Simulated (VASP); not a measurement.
# Mn (Fm-3m) in VASP: further runs

Mn is run at these levels: HSE06; tasks: single point.

Program: VASP 6.6.1. These are calculated values, not measurements. Logs are shortened: lines on timing, memory, paths and dates and some standing lists are left out, and cuts for length are marked.

### 1 The cell of the first run

Symmetry: Fm-3m, No. 225, cubic system. Conventional cell: a = 3.477 Å, b = 3.477 Å, c = 3.477 Å, α = 90.00°, β = 90.00°, γ = 90.00°. Within 3.2 Å of Mn (site symmetry m-3m) lie 12 Mn at 2.46 Å.

This isn't the form of Mn at room conditions, which is a 58-atom cubic cell.

### 2 Single point, HSE06

The input, POSCAR:

```
Mn
1.0
    0.0000000000      1.7382546797      1.7382546797
    1.7382546797      0.0000000000      1.7382546797
    1.7382546797      1.7382546797      0.0000000000
Mn
1
Direct
    0.0000000000      0.0000000000      0.0000000000
```

The input, INCAR.step1:

```
PREC = Accurate ; ENCUT = 520
EDIFF = 1E-5 ; ISMEAR = -1
SIGMA = 0.1 ; LREAL = F
LASPH = T ; NELM = 100
ALGO = Normal ; ISIF = 2
LWAVE = T ; GGA = PE
NBANDS = 12
```

The input, INCAR.step2:

```
PREC = Accurate ; ENCUT = 520
EDIFF = 1E-6 ; ISMEAR = -1
SIGMA = 0.1 ; LREAL = F
LASPH = T ; NELM = 100
ALGO = Normal ; ISIF = 2
LWAVE = F ; LCHARG = T
GGA = PE ; LHFCALC = T
HFSCREEN = 0.2079 ; PRECFOCK = Normal
LELF = T ; LVHAR = T
ISTART = 1 ; NBANDS = 12
```

The input, KPOINTS:

```
regular mesh
0
Gamma
  6 6 6
```

Potentials or basis: VASP PAW PBE potentials, release 64 (Mn_pv).

On the command line:

```bash
cat potpaw_PBE.64/Mn_pv/POTCAR > POTCAR
cp INCAR.step1 INCAR
mpirun -np 1 vasp_std > vasp.out
cp INCAR.step2 INCAR
mpirun -np 1 vasp_std > vasp.out
```

OUTCAR:

```text
PREC = Accurate
   ENCUT = 520
   EDIFF = 1E-6
   ISMEAR = -1
   LREAL = F
   LASPH = T
   NELM = 100
   ISIF = 2
   GGA = PE
   LHFCALC = T
   HFSCREEN = 0.2079
   PRECFOCK = Normal
   ISTART = 1

 ion  position               nearest neighbor table
   1  0.000  0.000  0.000-

  LATTYP: Found a face centered cubic cell.
 ALAT       =     3.4765093594

  Lattice vectors:

 A1 = (   0.0000000000,   1.7382546797,   1.7382546797)
 A2 = (   1.7382546797,   0.0000000000,   1.7382546797)
 A3 = (   1.7382546797,   1.7382546797,   0.0000000000)

Analysis of symmetry for initial positions (statically):
=====================================================================
 Subroutine PRICEL returns:
 Original cell was already a primitive cell.

 Routine SETGRP: Setting up the symmetry group for a
 face centered cubic supercell.

 Subroutine GETGRP returns: Found 48 space group operations
 (whereof 48 operations were pure point group operations)
 out of a pool of 48 trial point group operations.

The static configuration has the point symmetry O_h .

Analysis of symmetry for dynamics (positions and initial velocities):
=====================================================================
 Subroutine PRICEL returns:
 Original cell was already a primitive cell.

 Routine SETGRP: Setting up the symmetry group for a
 face centered cubic supercell.

 Subroutine GETGRP returns: Found 48 space group operations
 (whereof 48 operations were pure point group operations)
 out of a pool of 48 trial point group operations.

The dynamic configuration has the point symmetry O_h .

 Subroutine INISYM returns: Found 48 space group operations
 (whereof 48 operations are pure point group operations),
 and found     1 'primitive' translations

----------------------------------------------------------------------------------------

                                     Primitive cell

  volume of cell :      10.5044

  direct lattice vectors                    reciprocal lattice vectors
     0.000000000  1.738254680  1.738254680    -0.287644846  0.287644846  0.287644846
     1.738254680  0.000000000  1.738254680     0.287644846 -0.287644846  0.287644846
     1.738254680  1.738254680  0.000000000     0.287644846  0.287644846 -0.287644846

  length of vectors
     2.458263343  2.458263343  2.458263343     0.498215488  0.498215488  0.498215488

  position of ions in fractional coordinates (direct lattice)
     0.000000000  0.000000000  0.000000000

  ion indices of the primitive-cell ions
   primitive index   ion index
                 1           1

----------------------------------------------------------------------------------------

 KPOINTS: regular mesh

Automatic generation of k-mesh.
 Grid dimensions read from file:
 generate k-points for:    6    6    6

 Generating k-lattice:

  Cartesian coordinates                     Fractional coordinates (reciprocal lattice)
    -0.047940808  0.047940808  0.047940808     0.166666667  0.000000000  0.000000000
     0.047940808 -0.047940808  0.047940808     0.000000000  0.166666667  0.000000000
     0.047940808  0.047940808 -0.047940808     0.000000000  0.000000000  0.166666667

  Length of vectors
     0.083035915  0.083035915  0.083035915

  Shift w.r.t. Gamma in fractional coordinates (k-lattice)
     0.000000000  0.000000000  0.000000000

 Subroutine IBZKPT returns following result:
 ===========================================

 Found     16 irreducible k-points:

 Following reciprocal coordinates:
            Coordinates               Weight
  0.000000  0.000000  0.000000      1.000000
  0.166667  0.000000  0.000000      8.000000
  0.333333  0.000000  0.000000      8.000000
  0.500000  0.000000  0.000000      4.000000
  0.166667  0.166667  0.000000      6.000000
  0.333333  0.166667  0.000000     24.000000
[... 8 lines left out ...]
 -0.333333  0.333333  0.166667     24.000000
 -0.333333  0.500000  0.166667     12.000000
   k-points           NKPTS =     16   k-points in BZ     NKDIM =    216   number of bands    NBANDS=     12
   number of dos      NEDOS =    301   number of ions     NIONS =      1
   total plane-waves  NPLWV =   5832
   dimension x,y,z NGX =    18 NGY =   18 NGZ =   18
   dimension x,y,z NGXF=    36 NGYF=   36 NGZF=   36
   ions per type =               1
   NGX,Y,Z   is equivalent  to a cutoff of  12.17, 12.17, 12.17 a.u.
   NGXF,Y,Z  is equivalent  to a cutoff of  24.35, 24.35, 24.35 a.u.
 SYSTEM =  unknown system
   PREC   = accura    normal or accurate (medium, high low for compatibility)
   ISTART =      1    job   : 0-new  1-cont  2-samecut
   ICHARG =      0    charge: 1-file 2-atom 10-const
   ISPIN  =      1    spin polarized calculation?
   LNONCOLLINEAR =      F non collinear calculations
   LSORBIT =      F    spin-orbit coupling
   LASPH  =      T    aspherical Exc in radial PAW
   ENCUT  =  520.0 eV  38.22 Ry    6.18 a.u.   4.57  4.57  4.57*2*pi/ulx,y,z
[... 26 lines left out ...]
   GGA     = PE    functional components
   LHFCALC =     T    Hartree Fock is set to
   PRECFOCK=normal    Normal, Fast or Accurate (Low or Medium for compatibility)
   ENCUT4O =  -1.0   cutoff for four orbital integrals eV
   NKREDX  =     1    reduce k-point grid by
   NKREDY  =     1    reduce k-point grid by
   NKREDZ  =     1    reduce k-point grid by
   AEXX    =    0.2500 exact exchange contribution
   HFSCREEN=    0.2079 screening length (either q_TF or 0.3 A-1)
   HFSCREENC=   0.2079 screening length for correlation (either q_TF or 0.3 A-1)
   ENCUTFOCK=  -1.0 apply spherical cutoff to Coloumb kernel
   IVDW    =     0    specifies the selected vdW correction
   LEPSILON=     F    determine dielectric tensor
   LRPA    =     F    only Hartree local field effects (RPA)
 non-spin polarized calculation
  energy-cutoff  :      520.00
  volume of cell :       10.50
 maximum number of plane-waves:       295
  NGX = 14; NGY = 14; NGZ = 14

 number of electron      13.0000015 magnetization

 Free energy of the ion-electron system (eV)
  ---------------------------------------------------
  ext. energy  EPLUGINS =         0.00000000
  ---------------------------------------------------
  free energy    TOTEN  =       -10.88130661 eV

  energy without entropy =      -10.85929114  energy(sigma->0) =      -10.87029887

 E-fermi :  11.0013     XC(G=0): -11.4798

 val. band max:       10.9211375395   @ k =   0.5000   0.0000   0.0000
 cond. band min:      11.1143457527   @ k =   0.1667   0.1667   0.0000
 fundamental gap:      0.1932082132
 Fermi energy:        11.0013036485

 k-point     1 :       0.0000    0.0000    0.0000
  band No.  band energies     occupation
      1     -40.8646      2.00000
      2     -40.8646      2.00000
      3     -40.8646      2.00000
      4       1.0211      2.00000
      5       8.4794      2.00000
      6       8.4794      2.00000
      7       8.4794      2.00000
      8      12.1270      0.00003
      9      12.1270      0.00003
     10      33.4342      0.00000
     11      39.5683      0.00000
     12      39.5683      0.00000

 k-point     2 :       0.1667    0.0000    0.0000
  band No.  band energies     occupation
      1     -41.1063      2.00000
      2     -40.8958      2.00000
      3     -40.8958      2.00000
      4       2.2894      2.00000
      5       8.0669      2.00000
      6       8.8881      2.00000
      7       8.8881      2.00000
      8      11.9212      0.00020
      9      11.9213      0.00020
     10      32.0780      0.00000
     11      34.9264      0.00000
     12      39.8105      0.00000

 k-point     3 :       0.3333    0.0000    0.0000
  band No.  band energies     occupation
      1     -41.5765      2.00000
      2     -40.9565      2.00000
      3     -40.9565      2.00000
      4       4.4793      2.00000
      5       8.6137      2.00000
      6       9.0749      2.00000
      7       9.0749      2.00000
      8      12.3479      0.00000
      9      12.3479      0.00000
     10      25.1276      0.00000
     11      33.2301      0.00000
     12      39.5960      0.00000
[... 166 lines left out ...]
 k-point    15 :      -0.3333    0.3333    0.1667
  band No.  band energies     occupation
      1     -41.5832      2.00000
      2     -41.3466      2.00000
      3     -41.1196      2.00000
      4       6.7335      2.00000
      5       7.0806      2.00000
      6       7.8957      2.00000
      7      11.2457      0.15976
      8      12.5372      0.00000
      9      18.8517      0.00000
     10      21.1383      0.00000
     11      27.5419      0.00000
     12      28.9225      0.00000

 k-point    16 :      -0.3333    0.5000    0.1667
  band No.  band energies     occupation
      1     -41.5987      2.00000
      2     -41.3282      2.00000
      3     -41.2060      2.00000
      4       6.0786      2.00000
      5       6.2604      2.00000
      6       9.0833      2.00000
      7      12.3225      0.00000
      8      12.8010      0.00000
      9      19.0269      0.00000
     10      24.3949      0.00000
     11      24.4871      0.00000
     12      26.3838      0.00000

------------------------ aborting loop because EDIFF is reached ----------------------------------------

  FORCE on cell =-STRESS in cart. coord.  units (eV):
  Direction    XX          YY          ZZ          XY          YZ          ZX
  --------------------------------------------------------------------------------------
  -------------------------------------------------------------------------------------
  Total       -0.4832604     -0.4832604     -0.4832604      0.0000000      0.0000000      0.0000000
  in kB      -73.7091815    -73.7091815    -73.7091815      0.0000000      0.0000000      0.0000000
  external PRESSURE =     -73.7091815 kB  Pullay stress =       0.0000000 kB

 VOLUME and BASIS-vectors are now :
 -----------------------------------------------------------------------------
  energy-cutoff  :      520.00
  volume of cell :       10.50
      direct lattice vectors                 reciprocal lattice vectors
     0.000000000  1.738254680  1.738254680    -0.287644846  0.287644846  0.287644846
     1.738254680  0.000000000  1.738254680     0.287644846 -0.287644846  0.287644846
     1.738254680  1.738254680  0.000000000     0.287644846  0.287644846 -0.287644846

 POSITION                                       TOTAL-FORCE (eV/Angst)
 -----------------------------------------------------------------------------------
      0.00000      0.00000      0.00000         0.000000      0.000000     -0.000000
 -----------------------------------------------------------------------------------
    total drift:                               -0.000000     -0.000000     -0.000000

  FREE ENERGIE OF THE ION-ELECTRON SYSTEM (eV)
  ---------------------------------------------------
  free  energy   TOTEN  =       -10.8813066082 eV

  energy  without entropy=      -10.8592911406  energy(sigma->0) =      -10.87029887
```

Run time: 9 min. Hardware: 1 thread of Intel Xeon Platinum 8259CL at 2.50GHz (Skylake/Cascade Lake), shared host; peak memory 0.22 GiB.

What came out:

| Quantity | Value |
| --- | --- |
| Free energy | -10.8813 eV |
| Pressure | -7.4 GPa |
| Band gap on the k mesh | zero (an odd number of electrons rules out a gap without spin polarisation) |

Caveat: the k points lie up to 0.52 Å⁻¹ apart, too coarse for converged energies and pressures of a metal; the PAW data sets were made with another functional, which shifts forces and pressure a little; the run has no spin polarisation, though such a crystal can be magnetic.

### 3 Single point, HSE06

POSCAR is that of step 2.

The input, INCAR.step1:

```
SYSTEM = Mn
ALGO     = Normal         ! electronic algorithm
EDIFF    = 1E-5           ! SCF threshold, eV
ENCUT    = 520            ! plane-wave cutoff, eV
GGA      = PE             ! functional
ISIF     = 2              ! what is computed and relaxed
ISMEAR   = -1             ! smearing method
LASPH    = .True.         ! aspherical terms in the spheres
LCHARG   = .False.        ! write CHGCAR
LREAL    = .False.        ! projectors in reciprocal space
LWAVE    = .True.         ! write WAVECAR
NBANDS   = 12             ! bands
NELM     = 100            ! most SCF steps
PREC     = Accurate       ! precision mode
SIGMA    = 0.1            ! smearing width, eV
```

The input, INCAR.step2:

```
SYSTEM = Mn
ALGO     = Normal         ! electronic algorithm
EDIFF    = 1E-6           ! SCF threshold, eV
ENCUT    = 520            ! plane-wave cutoff, eV
GGA      = PE             ! functional
HFSCREEN = 0.2079         ! screening, 1/A
ISIF     = 2              ! what is computed and relaxed
ISMEAR   = -1             ! smearing method
ISTART   = 1            
LASPH    = .True.         ! aspherical terms in the spheres
LCHARG   = .False.        ! write CHGCAR
LHFCALC  = .True.         ! exact exchange
LREAL    = .False.        ! projectors in reciprocal space
LWAVE    = .False.        ! write WAVECAR
NBANDS   = 12             ! bands
NELM     = 100            ! most SCF steps
PREC     = Accurate       ! precision mode
PRECFOCK = Normal       
SIGMA    = 0.1            ! smearing width, eV
```

The input, KPOINTS:

```
k-points
0
Gamma
  6 6 6
  0 0 0
```

Potentials or basis: VASP PAW PBE potentials, release 64 (Mn_pv).

On the command line:

```bash
cat potpaw_PBE.64/Mn_pv/POTCAR > POTCAR
cp INCAR.step1 INCAR
mpirun -np 1 vasp_std > vasp.out
cp INCAR.step2 INCAR
mpirun -np 1 vasp_std > vasp.out
```

Wall time 9.4 min (1 thread of Intel Xeon Platinum 8259CL at 2.50GHz (Skylake/Cascade Lake), shared host); peak memory 0.22 GiB.

Results (log left out):

- Free energy: -10.8813 eV
- Pressure: -7.4 GPa
- Band gap on the k mesh: zero (an odd number of electrons rules out a gap without spin polarisation)

Levels at points of the mesh, in eV from the Fermi level:
```csv
k point,band 5,band 6,band 7,band 8,band 9,band 10
"(0.00, 0.00, 0.00)",-2.52,-2.52,-2.52,1.13,1.13,22.43
"(0.50, 0.00, 0.00)",-2.12,-2.12,-0.08,1.96,1.96,9.92
"(0.50, 0.50, 0.00)",-5.69,1.76,1.76,2.54,3.56,13.70
```

Caveat: the k points lie up to 0.52 Å⁻¹ apart, too coarse for converged energies and pressures of a metal; the PAW data sets were made with another functional, which shifts forces and pressure a little; the run has no spin polarisation, though such a crystal can be magnetic.

### 4 Single point, HSE06

This run uses another cell than the first one, of 10.83 Å³/atom.

The input, POSCAR:

```
Mn
1.0
    0.0000000000      1.7558139962      1.7558139962
    1.7558139962      0.0000000000      1.7558139962
    1.7558139962      1.7558139962      0.0000000000
Mn
1
Direct
    0.0000000000      0.0000000000      0.0000000000
```

The input, INCAR.step1:

```
PREC     = Accurate       # precision mode
ENCUT    = 520            # plane-wave cutoff, eV
EDIFF    = 1E-5           # SCF threshold, eV
ISMEAR   = -1             # smearing method
SIGMA    = 0.1            # smearing width, eV
LREAL    = False          # projectors in reciprocal space
LASPH    = True           # aspherical terms in the spheres
NELM     = 60             # most SCF steps
ALGO     = Normal         # electronic algorithm
ISIF     = 2              # what is computed and relaxed
LWAVE    = True           # write WAVECAR
NBANDS   = 12             # bands
GGA      = PE             # functional
```

The input, INCAR.step2:

```
PREC     = Accurate       # precision mode
ENCUT    = 520            # plane-wave cutoff, eV
EDIFF    = 1E-6           # SCF threshold, eV
ISMEAR   = -1             # smearing method
SIGMA    = 0.1            # smearing width, eV
LREAL    = False          # projectors in reciprocal space
LASPH    = True           # aspherical terms in the spheres
NELM     = 60             # most SCF steps
ALGO     = Normal         # electronic algorithm
ISIF     = 2              # what is computed and relaxed
LWAVE    = False          # write WAVECAR
LCHARG   = True           # write CHGCAR
GGA      = PE             # functional
LHFCALC  = True           # exact exchange
HFSCREEN = 0.2079         # screening, 1/A
PRECFOCK = Normal       
LELF     = True           # ELF
LVHAR    = True         
NBANDS   = 12             # bands
ISTART   = 1
```

The input, KPOINTS:

```
regular mesh
0
Gamma
  6 6 6
```

On the command line:

```bash
cat potpaw_PBE.64/Mn_pv/POTCAR > POTCAR
cp INCAR.step1 INCAR
mpirun -np 1 vasp_std > vasp.out
cp INCAR.step2 INCAR
mpirun -np 1 vasp_std > vasp.out
```

Run time: 9.5 min. Hardware: 1 thread of Intel Xeon Platinum 8259CL at 2.50GHz (Skylake/Cascade Lake), shared host; peak memory 0.22 GiB.

Results (log left out):

```yaml
Free_energy: -10.8588 eV
Pressure: -14.8 GPa
Band_gap_on_the_k_mesh: zero (an odd number of electrons rules out a gap without spin polarisation)
```

Levels at points of the mesh, in eV from the Fermi level:
| k point | band 5 | band 6 | band 7 | band 8 | band 9 | band 10 |
| --- | --- | --- | --- | --- | --- | --- |
| (0.00, 0.00, 0.00) | -2.50 | -2.50 | -2.50 | 1.14 | 1.14 | 22.21 |
| (0.50, 0.00, 0.00) | -2.06 | -2.06 | -0.14 | 1.87 | 1.87 | 9.53 |
| (0.50, 0.50, 0.00) | -5.54 | 1.62 | 1.62 | 2.47 | 3.42 | 13.30 |

Caveat: the k points lie up to 0.52 Å⁻¹ apart, too coarse for converged energies and pressures of a metal; the PAW data sets were made with another functional, which shifts forces and pressure a little; the run has no spin polarisation, though such a crystal can be magnetic.

### 5 Single point, HSE06

This run uses another cell than the first one, of 11.15 Å³/atom.

The input, POSCAR:

```
Mn
1.0
    0.0000000000      1.7730289567      1.7730289567
    1.7730289567      0.0000000000      1.7730289567
    1.7730289567      1.7730289567      0.0000000000
Mn
1
Direct
    0.0000000000      0.0000000000      0.0000000000
```

The input, INCAR.step1:

```
SYSTEM = Mn
PREC = Accurate
ENCUT = 520
EDIFF = 1E-5
ISMEAR = -1
SIGMA = 0.1
LREAL = .False.
LASPH = .True.
NELM = 80
ALGO = Normal
ISIF = 2
LWAVE = .True.
NBANDS = 12
GGA = PE
```

The input, INCAR.step2:

```
SYSTEM = Mn
PREC = Accurate
ENCUT = 520
EDIFF = 1E-6
ISMEAR = -1
SIGMA = 0.1
LREAL = .False.
LASPH = .True.
NELM = 80
ALGO = Normal
ISIF = 2
LWAVE = .False.
LCHARG = .True.
GGA = PE
LHFCALC = .True.
HFSCREEN = 0.2079
PRECFOCK = Normal
LELF = .True.
LVHAR = .True.
NBANDS = 12
ISTART = 1
```

The input, KPOINTS:

```
regular mesh
0
Gamma
  6 6 6
  0 0 0
```

On the command line:

```bash
cat potpaw_PBE.64/Mn_pv/POTCAR > POTCAR
cp INCAR.step1 INCAR
mpirun -np 1 vasp_std > vasp.out
cp INCAR.step2 INCAR
mpirun -np 1 vasp_std > vasp.out
```

It took 10 min on 1 thread of Intel Xeon Platinum 8259CL at 2.50GHz (Skylake/Cascade Lake), shared host; peak memory 0.23 GiB.

Results (log left out):

```
Free energy            : -10.8228 eV
Pressure               : -20.9 GPa
Band gap on the k mesh : zero (an odd number of electrons rules out a gap without spin polarisation)
```

Levels at points of the mesh, in eV from the Fermi level:
| k point | band 5 | band 6 | band 7 | band 8 | band 9 | band 10 |
| --- | --- | --- | --- | --- | --- | --- |
| (0.00, 0.00, 0.00) | -2.47 | -2.47 | -2.47 | 1.19 | 1.19 | 22.00 |
| (0.50, 0.00, 0.00) | -1.99 | -1.99 | -0.17 | 1.81 | 1.81 | 9.19 |
| (0.50, 0.50, 0.00) | -5.38 | 1.49 | 1.49 | 2.45 | 3.31 | 12.94 |

Caveat: the k points lie up to 0.51 Å⁻¹ apart, too coarse for converged energies and pressures of a metal; the PAW data sets were made with another functional, which shifts forces and pressure a little; the run has no spin polarisation, though such a crystal can be magnetic.

### 6 The runs side by side

```csv
cell,gap on the mesh (eV),pressure (GPa)
"a = 2.458 Å, angles 60.0°, 1 atom",none,-7.4
"a = 2.483 Å, angles 60.0°, 1 atom",none,-14.8
"a = 2.507 Å, angles 60.0°, 1 atom",none,-20.9
```

Alike in all rows: task single point; level HSE06; potentials or basis VASP PAW PBE potentials, release 64 (Mn_pv); no spin polarisation; k mesh 6 × 6 × 6; cutoff (eV) 520; smearing fermi-dirac 0.1 eV.

Caveats: all runs use coarse meshes; the PAW data sets were made with another functional, which shifts forces and pressure a little; the run has no spin polarisation, though such a crystal can be magnetic.

Absolute energies hang on the potentials; compare differences alone.

The gap in the log of VASP goes by the Fermi energy; the results here count the filled bands.